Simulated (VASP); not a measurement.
# Er (P6_3/mmc) in VASP: relaxation of cell and atoms with PBEsol

Aim: the relaxation of cell and atoms of Er with PBEsol.

Program: VASP 6.6.1. These are calculated values, not measurements. Logs are shortened: lines on timing, memory, paths and dates and some standing lists are left out, and cuts for length are marked.

**1. The cell of the first run**

The structure is hexagonal, space group P6_3/mmc (No. 194). Conventional cell: a = 3.559 Å, b = 3.559 Å, c = 5.587 Å, α = 90.00°, β = 90.00°, γ = 120.00°. Within 4.6 Å of Er (site symmetry -6m2) lie 12 Er at 3.47 to 3.56 Å.

**2. Relaxation of cell and atoms, PBEsol, collinear spin, antiferromagnetic start**

Input file INCAR:

```
PREC = Accurate ; ENCUT = 600
EDIFF = 1E-7 ; ISMEAR = -1
SIGMA = 0.05 ; LREAL = False
LASPH = True ; NELM = 200
ALGO = Normal ; ISIF = 3
LWAVE = False ; LCHARG = False
ISPIN = 2 ; MAGMOM = 3 -3
LORBIT = 11 ; LMAXMIX = 6
GGA = PS ; IBRION = 2
NSW = 80 ; EDIFFG = -0.01
GGA_COMPAT = False ; NELMIN = 4
```

Input file KPOINTS:

```
Automatic mesh
0
Gamma
  10 10 6
```

Input file POSCAR:

```
Er
1.0
    3.5587994774      0.0000000000      0.0000000000
   -1.7793997387      3.0820107544      0.0000000000
    0.0000000000      0.0000000000      5.5874000000
Er
2
Direct
    0.3333333333      0.6666666667      0.2500000000
    0.6666666667      0.3333333333      0.7500000000
```

Potentials or basis: VASP PAW PBE potentials, release 64 (Er).

Command:

```bash
$ cat potpaw_PBE.64/Er/POTCAR > POTCAR
$ mpirun -np 1 vasp_std > vasp.out
```

OUTCAR:

```text
PREC = Accurate
   ENCUT = 600
   EDIFF = 1E-7
   ISMEAR = -1
   LREAL = False
   LASPH = True
   NELM = 200
   ISIF = 3
   ISPIN = 2
   LORBIT = 11
   GGA = PS
   IBRION = 2
   NSW = 80
   EDIFFG = -0.01
   NELMIN = 4

 ion  position               nearest neighbor table
   1  0.333  0.667  0.250-   2 3.47   2 3.47   2 3.47   2 3.47   2 3.47   2 3.47
   2  0.667  0.333  0.750-   1 3.47   1 3.47   1 3.47   1 3.47   1 3.47   1 3.47

  LATTYP: Found a hexagonal cell.
 ALAT       =     3.5587994774
 C/A-ratio  =     1.5700238340

  Lattice vectors:

 A1 = (   3.5587994774,   0.0000000000,   0.0000000000)
 A2 = (  -1.7793997387,   3.0820107544,   0.0000000000)
 A3 = (   0.0000000000,   0.0000000000,   5.5874000000)

Analysis of symmetry for initial positions (statically):
=====================================================================
 Subroutine PRICEL returns:
 Original cell was already a primitive cell.

 Routine SETGRP: Setting up the symmetry group for a
 hexagonal supercell.

 Subroutine GETGRP returns: Found 24 space group operations
 (whereof 12 operations were pure point group operations)
 out of a pool of 24 trial point group operations.

The static configuration has the point symmetry D_3d.
 The point group associated with its full space group is D_6h.

Analysis of symmetry for dynamics (positions and initial velocities):
=====================================================================
 Subroutine PRICEL returns:
 Original cell was already a primitive cell.

 Routine SETGRP: Setting up the symmetry group for a
 hexagonal supercell.

 Subroutine GETGRP returns: Found 24 space group operations
 (whereof 12 operations were pure point group operations)
 out of a pool of 24 trial point group operations.

The dynamic configuration has the point symmetry D_3d.
 The point group associated with its full space group is D_6h.

Analysis of structural, dynamic, and magnetic symmetry:
=====================================================================
 Subroutine PRICEL returns:
 Original cell was already a primitive cell.

 Routine SETGRP: Setting up the symmetry group for a
 hexagonal supercell.

 Subroutine GETGRP returns: Found 24 space group operations
 (whereof 12 operations were pure point group operations)
 out of a pool of 24 trial point group operations.

The overall configuration has the point symmetry D_3d.
[... 111 lines left out ...]
   NELECT =      44.0000    total number of electrons
   NUPDOWN=      -1.0000    fix difference up-down
   EMIN   =  10.00;   EMAX   =-10.00  energy-range for DOS
   EFERMI =   0.00;   METHOD = LEGACY
   ISMEAR =    -1;   SIGMA  =   0.05  broadening in eV -4-tet -1-fermi 0-gaus
   EFERMI_NEDOS =   21; number of points for ismear=-14 and -15
   IALGO  =     38    algorithm
   IMIX   =      4    mixing-type and parameters
     AMIX     =   0.40;   BMIX     =  1.00
     AMIX_MAG =   1.60;   BMIX_MAG =  1.00
  volume/ion in A,a.u.               =      30.64       206.78
  Fermi-wavevector in a.u.,A,eV,Ry     =   1.465919  2.770185 29.237803  2.148918
  Thomas-Fermi vector in A             =   2.581718
   LORBIT       =     11    0 simple, 1 ext, 2 COOP (PROOUT), +10 PAW based schemes
   GGA     = PS    functional components
   LHFCALC =     F    Hartree Fock is set to
   AEXX    =    0.0000 exact exchange contribution
   IVDW    =     0    specifies the selected vdW correction
   LEPSILON=     F    determine dielectric tensor
   LRPA    =     F    only Hartree local field effects (RPA)
 conjugate gradient relaxation of ions
 spin polarized calculation
  energy-cutoff  :      600.00
  volume of cell :       61.28
 maximum number of plane-waves:      2071
   NGX = 15   NGY = 15   NGZ = 23

--------------------------------------- Ionic step        1  -------------------------------------------

 number of electron      43.9999991 magnetization      -0.0000000

 number of electron      43.9999991 magnetization       0.0000000

 Free energy of the ion-electron system (eV)
  ---------------------------------------------------
  ext. energy  EPLUGINS =         0.00000000
  ---------------------------------------------------
  free energy    TOTEN  =       -10.60183165 eV

  energy without entropy =      -10.43394736  energy(sigma->0) =      -10.51788951

------------------------ aborting loop because EDIFF is reached ----------------------------------------

  FORCE on cell =-STRESS in cart. coord.  units (eV):
  Direction    XX          YY          ZZ          XY          YZ          ZX
  --------------------------------------------------------------------------------------
  -------------------------------------------------------------------------------------
  Total       -0.1133614     -0.1133614      0.5425505      0.0000000      0.0000000      0.0000000
  in kB       -2.9636596     -2.9636596     14.1841512      0.0000000      0.0000000      0.0000000
  external PRESSURE =       2.7522773 kB  Pullay stress =       0.0000000 kB
[... 139 lines left out ...]
 number of electron      43.9999994 magnetization       0.0000000

 number of electron      43.9999994 magnetization      -0.0000000

 Free energy of the ion-electron system (eV)
  ---------------------------------------------------
  ext. energy  EPLUGINS =         0.00000000
  ---------------------------------------------------
  free energy    TOTEN  =       -10.59418374 eV

  energy without entropy =      -10.41667692  energy(sigma->0) =      -10.50543033

 E-fermi :   2.2833     XC(G=0): -10.2494

 val. band max:        2.2805384436   @ k =   0.3000   0.2000   0.3333
 cond. band min:       2.2864301157   @ k =   0.3000  -0.0000   0.0000
 fundamental gap:      0.0058916721
 Fermi energy:         2.2833193571

 spin component 1

 k-point     1 :       0.0000    0.0000    0.0000
  band No.  band energies     occupation
      1     -47.0496      1.00000
      2     -45.9809      1.00000
      3     -21.2713      1.00000
      4     -20.9366      1.00000
      5     -20.9366      1.00000
      6     -20.2847      1.00000
[... 685 lines left out ...]
     25       2.5561      0.00425
     26       2.6790      0.00037

 [... further k-points ...]

 spin component 2

 k-point     1 :       0.0000    0.0000    0.0000
  band No.  band energies     occupation
      1     -47.0496      1.00000
      2     -45.9809      1.00000
      3     -21.2713      1.00000
      4     -20.9366      1.00000
      5     -20.9366      1.00000
      6     -20.2847      1.00000
[... 716 lines left out ...]
  FREE ENERGIE OF THE ION-ELECTRON SYSTEM (eV)
  ---------------------------------------------------
  free  energy   TOTEN  =       -10.5941837373 eV

  energy  without entropy=      -10.4166769159  energy(sigma->0) =      -10.50543033

 reached required accuracy - stopping structural energy minimisation

 total charge

# of ion       s       p       d       f       tot
--------------------------------------------------
    1        2.140   5.741   0.386  11.373  19.640
    2        2.140   5.741   0.386  11.373  19.640
--------------------------------------------------
tot          4.279  11.483   0.773  22.746  39.281

 magnetization (x)

# of ion       s       p       d       f       tot
--------------------------------------------------
    1        0.004  -0.016   0.039   2.404   2.431
    2       -0.004   0.016  -0.039  -2.404  -2.431
--------------------------------------------------
tot          0.000   0.000   0.000   0.000   0.000
```

OSZICAR:

```text
N       E                     dE             d eps       ncg     rms          rms(c)
DAV:   1     0.443529214030E+03    0.44353E+03   -0.15615E+04  7668   0.109E+04
DAV:   2     0.121039564011E+03   -0.32249E+03   -0.30576E+03 10042   0.117E+03
DAV:   3     0.132615770657E+02   -0.10778E+03   -0.10594E+03  9206   0.374E+02
[... 178 lines left out ...]
DAV:  14    -0.105941867089E+02    0.23903E-05   -0.79083E-06 10424   0.124E-01    0.897E-02
DAV:  15    -0.105941881532E+02   -0.14443E-05   -0.85476E-06 11224   0.175E-01    0.119E-01
DAV:  16    -0.105941852118E+02    0.29414E-05   -0.13574E-05 11608   0.114E-01    0.148E-01
DAV:  17    -0.105941840951E+02    0.11167E-05   -0.34305E-06 10868   0.442E-02    0.140E-01
DAV:  18    -0.105941838185E+02    0.27659E-06   -0.78752E-07  7080   0.149E-02    0.130E-01
DAV:  19    -0.105941837373E+02    0.81185E-07   -0.30909E-07  4908   0.127E-02
   5 F= -.10594184E+02 E0= -.10505430E+02  d E =0.764791E-02  mag=    -0.0000
```

Run time: 1.6 h. Hardware: 1 thread of Intel Xeon 8259CL, shared host; peak memory 0.36 GiB.

Results:

```yaml
Free_energy: -10.5942 eV
Relaxed_volume: 31.21 Å³/atom
Relaxed_cell: a = 3.534 Å, b = 3.534 Å, c = 5.771 Å, α = 90.00°, β = 90.00°, γ = 120.00°
Space_group_after_relaxing_to_0.1_Å: P6_3/mmc (No. 194)
Ionic_steps: 5
Pressure_after_relaxing: 0.0 GPa
Band_gap_on_the_k_mesh: zero (filled and empty bands overlap)
Net_moment: 0.00 μB per cell
Site_moments: Er +2.43, -2.43 μB
Valence_electrons_inside_the_program's_atomic_spheres: Er 19.64
```

The path:
```tsv
step	energy change (eV)	largest force (eV/Å)	pressure (GPa)	volume (Å³)
1	0.0000	0.0000	0.28	61.28
2	-0.0061	0.0000	0.28	61.75
3	0.0086	0.0000	-0.07	62.75
4	0.0076	0.0000	0.06	62.40
5	0.0076	0.0000	0.01	62.43
```

Final structure:
```xyz
2
Lattice="3.5344 0.0000 0.0000 -1.7672 3.0609 0.0000 0.0000 0.0000 5.7707" Properties=species:S:1:pos:R:3 pbc="T T T"
Er    0.0000    2.0406    1.4427
Er    1.7672    1.0203    4.3280
```

Caveat: the magnetic or orbital state may not be the lowest; the antiferromagnetic order is the one typed at the start, and another may lie lower; the PAW data sets were made with another functional, which shifts forces and pressure a little; spin-orbit coupling is left out, which moves the levels of the heavy elements; semilocal functionals describe open f shells poorly, which spoils levels, moments and volumes.
